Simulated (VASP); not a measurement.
Write the native input for VASP 6.6.1 that does the following.

```yaml
Task: single point
Functional: PBE
Potentials_or_basis: VASP PAW PBE potentials, release 64 (Sc_sv, Ta_pv, F)
Cutoff: 520 eV
k_mesh: 6 × 6 × 2
Occupations: gaussian, width 0.1 eV
Spin: collinear spin
Starting_moments: "[0.0, 1.0, 1.0, 1.0, 0.0] μB"
Dipole_correction: no
Further_INCAR_settings: ALGO = Normal; EDIFF = 1e-07; NBANDS = 38
```

The structure of ScTa3F lies in POSCAR:

```
ScTa3F
1.0
    3.3285884065      0.0000000000      0.0000000000
    0.0000000000      3.3285884065      0.0000000000
    0.0000000000      0.0000000000      7.5999154802
Sc Ta F
1 3 1
Direct
    0.0000000000      0.0000000000      0.5000000000
    0.5000000000      0.5000000000      0.1979820917
    0.5000000000      0.5000000000      0.8020179083
    0.0000000000      0.0000000000      0.0000000000
    0.5000000000      0.5000000000      0.5000000000
```

The cell was generated, and may not be a known phase.

The input as run:

INCAR

```
SYSTEM = ScTa3F
PREC = Accurate ; ENCUT = 520
EDIFF = 1E-7 ; ISMEAR = 0
SIGMA = 0.1 ; LREAL = .False.
LASPH = .True. ; NELM = 150
ALGO = Normal ; ISIF = 2
LWAVE = .False. ; LCHARG = .False.
ISPIN = 2 ; MAGMOM = 0 1 1 1 0
LORBIT = 11 ; LMAXMIX = 4
GGA = PE ; NBANDS = 38
```

KPOINTS

```
Automatic mesh
0
Gamma
  6 6 2
  0 0 0
```

Potentials or basis: VASP PAW PBE potentials, release 64 (Sc_sv, Ta_pv, F).

Launch:

```console
$ cat potpaw_PBE.64/Sc_sv/POTCAR potpaw_PBE.64/Ta_pv/POTCAR potpaw_PBE.64/F/POTCAR > POTCAR
$ mpirun -np 1 vasp_std > vasp.out
```

Results of the run:

```json
{"Pressure": "0.1 GPa", "Largest force": "0.020 eV/Å", "Net moment": "0.00 μB per cell", "Valence electrons inside the program's atomic spheres": "Sc 9.44; Ta 8.85, 9.03 (each value once); F 6.10"}
```

Caveat: the k points lie up to 0.41 Å⁻¹ apart.

Run time: 3.7 min on 1 thread of Oxide Virtual Turin-like Processor (shared host), peak memory 0.27 GiB.
